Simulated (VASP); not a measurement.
Crystal: PbF2.

```
Pb F
1.0
     5.89162    0.00000    0.00000
     0.00000    2.94582    2.94582
     0.00000   -2.94582    2.94582
Pb F
2 4
Direct
  0.50000 0.96991 0.96991
  0.00000 0.46991 0.46991
  0.75001 0.96992 0.46992
  0.24999 0.46992 0.96992
  0.74999 0.46992 0.96992
  0.25001 0.96992 0.46992
```

Base run:

- Program: VASP 6.6.1
- Functional: r2SCAN
- Potentials or basis: VASP PAW PBE potentials, release 64 (Pb_d, F)
- Cutoff: 520 eV
- k mesh: 4 × 6 × 6
- Occupations: gaussian, width 0.01 eV
- Spin: no spin polarisation

Its results: band gap on the k mesh 4.93 eV; pressure 1.1 GPa.

The run is repeated on the same cell with these changes: functional from r2SCAN to PBE; further incar settings from ALGO = Normal; EDIFF = 1e-07; NBANDS = 37 to ALGO = Normal; EDIFF = 1e-06; NBANDS = 37. What comes out?

Band gap on the k mesh 4.41 eV; pressure 4.0 GPa.

Caveats: spin-orbit coupling is left out, which moves the levels of the heavy elements; the PAW data sets were made with another functional, which shifts forces and pressure a little (at least some runs); the cell stands under pressure (at least some runs).

A k mesh can miss the band edges.
